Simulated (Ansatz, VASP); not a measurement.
## TaN in VASP and in Ansatz

File INCAR:

```
ALGO = Normal
EDIFF = 1E-6
ENCUT = 600
GGA = PE
GGA_COMPAT = False
ISIF = 2
ISMEAR = 0
LASPH = True
LCHARG = True
LELF = True
LREAL = False
LVHAR = True
LWAVE = False
NBANDS = 15
NELM = 120
PREC = Accurate
SIGMA = 0.025
```

Contents of KPOINTS:

```
k-points
0
Gamma
  12 12 10
```

File POSCAR:

```
TaN
1.0
    2.9380000000      0.0000000000      0.0000000000
   -1.4690000000      2.5443826363      0.0000000000
    0.0000000000      0.0000000000      2.8830000000
Ta N
1 1
Direct
    0.0000000000      0.0000000000      0.5000000000
    0.6666666667      0.3333333333      0.0000000000
```

Input for Ansatz:

```yaml
crystal:
  lattice:
    a: 2.938
    b: 2.938
    c: 2.883
    alpha: 90.0
    beta: 90.0
    gamma: 120.0
  space_group: 187
  atoms:
    - { symbol: Ta, position: [0.0, 0.0, 0.5] }
    - { symbol: "N", position: [0.6666666666666666, 0.3333333333333333, 0.0] }
basis:
  ecutwfc: 470.0
kpoints:
  mp_grid:
    grid: [12, 12, 10]
hamiltonian:
  xc: pbe
scf:
  occupations:
    method: gaussian
    width: 0.025
output:
  stress: true
```

Alike in both runs: task single point; functional PBE; k mesh 12 × 12 × 10; occupations gaussian, width 0.025 eV; no spin polarisation.

```csv
,VASP,Ansatz
version,VASP 6.6.1,Ansatz 0.2.0
potentials or method,"VASP PAW PBE potentials, release 64 (Ta_pv, N), cutoff 600 eV","plane waves, PAW"
valence electrons in the cell,16,18
```

Ansatz gave:

* pressure (GPa): 4.7
* traceless stress, the component that is largest in VASP (GPa): 0.70

Task: Which values does VASP return?

Result: Pressure (GPa): 5.3; traceless stress, the component that is largest in VASP (GPa): 0.82.

VASP's potentials hold 16 valence electrons a cell and Ansatz's 18, so a difference there can come from the potentials and not from the codes.

Neither program's run includes spin-orbit coupling.
